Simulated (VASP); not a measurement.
# Tl (Im-3m) in VASP: further runs, part 2 of 2

VASP 6.6.1. Earlier steps stand in the parts before.

### Step 4. Relaxation of cell and atoms, PBE, target pressure 230 GPa, at which the enthalpy is minimised

The input, INCAR:

```
PREC     = Accurate       # precision mode
ENCUT    = 600            # plane-wave cutoff, eV
EDIFF    = 1E-6           # SCF threshold, eV
ISMEAR   = -1             # smearing method
SIGMA    = 0.1            # smearing width, eV
LREAL    = False          # projectors in reciprocal space
LASPH    = True           # aspherical terms in the spheres
NELM     = 60             # most SCF steps
ALGO     = Normal         # electronic algorithm
ISIF     = 3              # what is computed and relaxed
LWAVE    = False          # write WAVECAR
LCHARG   = False          # write CHGCAR
GGA      = PE             # functional
IBRION   = 2              # ionic algorithm
NSW      = 32             # ionic steps
EDIFFG   = -0.005         # ionic threshold
PSTRESS  = 2300.0
```

The input, KPOINTS:

```
Automatic mesh
0
Gamma
  18 18 18
```

The input, POSCAR:

```
Tl
1.0
   -1.4980911975      1.4980911975      1.4980911975
    1.4980911975     -1.4980911975      1.4980911975
    1.4980911975      1.4980911975     -1.4980911975
Tl
1
Direct
    0.0000000000      0.0000000000      0.0000000000
```

Potentials or basis: VASP PAW PBE potentials, release 64 (Tl_d).

The run is started by

```sh
> cat potpaw_PBE.64/Tl_d/POTCAR > POTCAR
> mpirun -np 1 vasp_std > vasp.out
```

OUTCAR:

```text
PREC = Accurate
   ENCUT = 600
   EDIFF = 1E-6
   ISMEAR = -1
   LREAL = False
   LASPH = True
   NELM = 60
   ISIF = 3
   GGA = PE
   IBRION = 2
   NSW = 32
   EDIFFG = -0.005
   PSTRESS = 2300.0

 ion  position               nearest neighbor table
   1  0.000  0.000  0.000-

  LATTYP: Found a body centered cubic cell.
 ALAT       =     2.9961823950

  Lattice vectors:

 A1 = (  -1.4980911975,   1.4980911975,   1.4980911975)
 A2 = (   1.4980911975,  -1.4980911975,   1.4980911975)
 A3 = (   1.4980911975,   1.4980911975,  -1.4980911975)

Analysis of symmetry for initial positions (statically):
=====================================================================
 Subroutine PRICEL returns:
[... 257 lines left out ...]
 cond. band min:      19.6848779362   @ k =  -0.3889   0.5000   0.2778
 fundamental gap:      0.0877338423
 Fermi energy:        19.6362114966

 k-point     1 :       0.0000    0.0000    0.0000
  band No.  band energies     occupation
      1       0.8185      2.00000
      2       4.0481      2.00000
      3       4.0481      2.00000
      4       4.0481      2.00000
      5       6.1420      2.00000
      6       6.1420      2.00000
      7      31.0799      0.00000
      8      31.0799      0.00000
      9      31.0799      0.00000
     10      40.9391      0.00000
[... 287 lines left out ...]
 k-point    24 :       0.3889    0.1111   -0.0000
  band No.  band energies     occupation
      1       2.3967      2.00000
      2       3.1015      2.00000
      3       5.8937      2.00000
      4       6.0587      2.00000
      5       7.0843      2.00000
      6      11.6282      2.00000
      7      17.0147      2.00000
      8      25.8818      0.00000
      9      28.0545      0.00000
     10      36.7085      0.00000

 [... further k-points ...]

------------------------ aborting loop because EDIFF is reached ----------------------------------------

  FORCE on cell =-STRESS in cart. coord.  units (eV):
  Direction    XX          YY          ZZ          XY          YZ          ZX
  --------------------------------------------------------------------------------------
  -------------------------------------------------------------------------------------
  Total       19.3190110     19.3190110     19.3190110      0.0000000      0.0000000      0.0000000
  in kB     2300.3512238   2300.3512238   2300.3512238      0.0000000      0.0000000      0.0000000
  external PRESSURE =       0.3512238 kB  Pullay stress =    2300.0000000 kB
[... 20 lines left out ...]
  energy  without entropy=        3.0694706943  energy(sigma->0) =        3.06368260

  enthalpy is  TOTEN    =        22.3739557884 eV   P V=       19.3160612866

 reached required accuracy - stopping structural energy minimisation
```

OSZICAR:

```text
N       E                     dE             d eps       ncg     rms          rms(c)
DAV:   1     0.566520582235E+02    0.56652E+02   -0.82435E+03  4188   0.143E+03
DAV:   2     0.340642366035E+01   -0.53246E+02   -0.52398E+02  4160   0.265E+02
DAV:   3     0.288551352736E+01   -0.52091E+00   -0.51990E+00  4458   0.242E+01
[... 17 lines left out ...]
DAV:   1     0.305447287469E+01    0.95571E-01   -0.60641E-02  3986   0.334E+00    0.430E-01
DAV:   2     0.305738531828E+01    0.29124E-02   -0.49083E-03  3978   0.970E-01    0.271E-01
DAV:   3     0.305788851467E+01    0.50320E-03   -0.15979E-03  4044   0.554E-01    0.140E-01
DAV:   4     0.305789410327E+01    0.55886E-05   -0.55655E-05  4190   0.848E-02    0.734E-03
DAV:   5     0.305789450178E+01    0.39851E-06   -0.24927E-06  2714   0.226E-02
   3 F= 0.22373956E+02 E0= 0.22379744E+02  d E =-.998869E-05
```

Run time: 57 s. Hardware: 1 thread of Intel Xeon 8259CL, shared host; peak memory 0.17 GiB.

What came out:

```yaml
Free_energy: 3.0579 eV
Relaxed_volume: 13.46 Å³/atom
Relaxed_cell: a = 2.595 Å, b = 2.595 Å, c = 2.595 Å, α = 109.47°, β = 109.47°, γ = 109.47°
Space_group_after_relaxing_to_0.1_Å: Im-3m (No. 229)
Energy_change_on_relaxing_the_run_minimises_the_enthalpy: -10.1 meV/atom
Ionic_steps: 3
Pressure_after_relaxing: 230.0 GPa
Band_gap_on_the_k_mesh: zero (an odd number of electrons rules out a gap without spin polarisation)
```

Step by step:
```csv
step,energy change (eV),largest force (eV/Å),pressure (GPa),volume (Å³)
1,0.0000,0.0000,230.47,13.45
2,-0.1091,0.0000,225.39,13.53
3,-0.0101,0.0000,230.04,13.46
```

Final structure:
```
Tl
1.0
    -1.49835    1.49835    1.49835
     1.49835   -1.49835    1.49835
     1.49835    1.49835   -1.49835
Tl
1
Direct
  0.00000 0.00000 0.00000
```

Caveat: the cell is relaxed towards a set pressure, so the run minimises the enthalpy, not the energy; spin-orbit coupling is left out, which moves the levels of the heavy elements.

### Step 5. Relaxation of cell and atoms, PBE, target pressure 230 GPa, at which the enthalpy is minimised

This run uses another cell than the first one, of 13.52 Å³/atom.

The input, INCAR:

```
SYSTEM = Tl
PREC     = Accurate       ! precision mode
ENCUT    = 600            ! plane-wave cutoff, eV
EDIFF    = 1E-6           ! SCF threshold, eV
ISMEAR   = -1             ! smearing method
SIGMA    = 0.1            ! smearing width, eV
LREAL    = .FALSE.        ! projectors in reciprocal space
LASPH    = .TRUE.         ! aspherical terms in the spheres
NELM     = 100            ! most SCF steps
ALGO     = Normal         ! electronic algorithm
ISIF     = 3              ! what is computed and relaxed
LWAVE    = .FALSE.        ! write WAVECAR
LCHARG   = .FALSE.        ! write CHGCAR
GGA      = PE             ! functional
IBRION   = 2              ! ionic algorithm
NSW      = 60             ! ionic steps
EDIFFG   = -0.005         ! ionic threshold
PSTRESS  = 2300.0
```

The input, KPOINTS:

```
Automatic mesh
0
G
  18 18 18
  0 0 0
```

The input, POSCAR:

```
Tl
1.0
   -1.5007254917      1.5007254917      1.5007254917
    1.5007254917     -1.5007254917      1.5007254917
    1.5007254917      1.5007254917     -1.5007254917
Tl
1
Direct
    0.0000000000      0.0000000000      0.0000000000
```

Potentials or basis: VASP PAW PBE potentials, release 64 (Tl_d).

The run is started by

```sh
> cat potpaw_PBE.64/Tl_d/POTCAR > POTCAR
> mpirun -np 1 vasp_std > vasp.out
```

OUTCAR:

```text
SYSTEM = Tl
   PREC = Accurate
   ENCUT = 600
   EDIFF = 1E-6
   ISMEAR = -1
   LREAL = .FALSE.
   LASPH = .TRUE.
   NELM = 100
   ISIF = 3
   GGA = PE
   IBRION = 2
   NSW = 60
   EDIFFG = -0.005
   PSTRESS = 2300.0

 ion  position               nearest neighbor table
   1  0.000  0.000  0.000-

  LATTYP: Found a body centered cubic cell.
 ALAT       =     3.0014509834

  Lattice vectors:

 A1 = (  -1.5007254917,   1.5007254917,   1.5007254917)
 A2 = (   1.5007254917,  -1.5007254917,   1.5007254917)
 A3 = (   1.5007254917,   1.5007254917,  -1.5007254917)

Analysis of symmetry for initial positions (statically):
=====================================================================
 Subroutine PRICEL returns:
 Original cell was already a primitive cell.

[... 293 lines left out ...]
 fundamental gap:      0.0877281223
 Fermi energy:        19.6359988453

 k-point     1 :       0.0000    0.0000    0.0000
  band No.  band energies     occupation
      1       0.8182      2.00000
      2       4.0483      2.00000
      3       4.0483      2.00000
      4       4.0483      2.00000
      5       6.1422      2.00000
      6       6.1422      2.00000
      7      31.0798      0.00000
      8      31.0798      0.00000
      9      31.0798      0.00000
     10      40.9388      0.00000
[... 287 lines left out ...]
 k-point    24 :       0.3889    0.1111    0.0000
  band No.  band energies     occupation
      1       2.3968      2.00000
      2       3.1016      2.00000
      3       5.8938      2.00000
      4       6.0589      2.00000
      5       7.0845      2.00000
      6      11.6281      2.00000
      7      17.0145      2.00000
      8      25.8816      0.00000
      9      28.0543      0.00000
     10      36.7084      0.00000

 [... further k-points ...]

------------------------ aborting loop because EDIFF is reached ----------------------------------------

  FORCE on cell =-STRESS in cart. coord.  units (eV):
  Direction    XX          YY          ZZ          XY          YZ          ZX
  --------------------------------------------------------------------------------------
  -------------------------------------------------------------------------------------
  Total       19.3179836     19.3179836     19.3179836     -0.0000000     -0.0000000      0.0000000
  in kB     2300.2265712   2300.2265712   2300.2265712     -0.0000000     -0.0000000      0.0000000
  external PRESSURE =       0.2265712 kB  Pullay stress =    2300.0000000 kB
[... 20 lines left out ...]
  energy  without entropy=        3.0694251920  energy(sigma->0) =        3.06363699

  enthalpy is  TOTEN    =        22.3739296010 eV   P V=       19.3160808170

 reached required accuracy - stopping structural energy minimisation
```

OSZICAR:

```text
N       E                     dE             d eps       ncg     rms          rms(c)
DAV:   1     0.566228438703E+02    0.56623E+02   -0.81382E+03  4132   0.142E+03
DAV:   2     0.332361254449E+01   -0.53299E+02   -0.52535E+02  4164   0.267E+02
DAV:   3     0.278703493418E+01   -0.53658E+00   -0.53536E+00  4476   0.247E+01
DAV:   4     0.278580996819E+01   -0.12250E-02   -0.12249E-02  4258   0.134E+00
[... 25 lines left out ...]
   3 F= 0.22373930E+02 E0= 0.22379718E+02  d E =-.848577E-03
       N       E                     dE             d eps       ncg     rms          rms(c)
DAV:   1     0.305784684733E+01    0.24165E-02   -0.34085E-05  3994   0.795E-02    0.105E-02
DAV:   2     0.305784857384E+01    0.17265E-05   -0.27484E-06  2372   0.231E-02    0.677E-03
DAV:   3     0.305784878405E+01    0.21021E-06   -0.98877E-07  2000   0.139E-02
   4 F= 0.22373930E+02 E0= 0.22379718E+02  d E =-.848856E-03
```

It took 66 s on 1 thread of Intel Xeon 8259CL, shared host; peak memory 0.17 GiB.

Results:

- Free energy: 3.0578 eV
- Relaxed volume: 13.46 Å³/atom
- Relaxed cell: a = 2.595 Å, b = 2.595 Å, c = 2.595 Å, α = 109.47°, β = 109.47°, γ = 109.47°
- Space group after relaxing (to 0.1 Å): Im-3m (No. 229)
- Energy change on relaxing (the run minimises the enthalpy): +91.1 meV/atom
- Ionic steps: 4
- Pressure after relaxing: 230.0 GPa
- Band gap on the k mesh: zero (an odd number of electrons rules out a gap without spin polarisation)

The path:
| step | energy change (eV) | largest force (eV/Å) | pressure (GPa) | volume (Å³) |
| --- | --- | --- | --- | --- |
| 1 | 0.0000 | 0.0000 | 225.78 | 13.52 |
| 2 | 1.0682 | 0.0000 | 276.02 | 12.83 |
| 3 | 0.0887 | 0.0000 | 229.88 | 13.46 |
| 4 | 0.0911 | 0.0000 | 230.02 | 13.46 |

Final structure:
```
Tl
1.0
    -1.49835    1.49835    1.49835
     1.49835   -1.49835    1.49835
     1.49835    1.49835   -1.49835
Tl
1
Direct
  0.00000 0.00000 0.00000
```

Caveat: the cell is relaxed towards a set pressure, so the run minimises the enthalpy, not the energy; spin-orbit coupling is left out, which moves the levels of the heavy elements.

### Step 6. Overview

```csv
task,cell,cutoff (eV),gap on the mesh (eV),pressure (GPa)
single point,"a = 2.595 Å, angles 109.5°, 1 atom",520,none,230.3
single point,"a = 2.594 Å, angles 109.5°, 1 atom",520,none,230.7
relaxation of cell and atoms,"relaxed to 230 GPa from a = 2.595 Å, angles 109.5°, 1 atom",600,none,230.0
relaxation of cell and atoms,"relaxed to 230 GPa from a = 2.599 Å, angles 109.5°, 1 atom",600,none,230.0
```

Alike in all rows: level PBE; potentials or basis VASP PAW PBE potentials, release 64 (Tl_d); no spin polarisation; k mesh 18 × 18 × 18; smearing fermi-dirac 0.1 eV.

Caveats: spin-orbit coupling is left out, which moves the levels of the heavy elements; the cell stands under pressure (at least some runs); the cell is relaxed towards a set pressure, so the run minimises the enthalpy, not the energy (at least some runs).

Absolute energies hang on the potentials; compare differences alone.
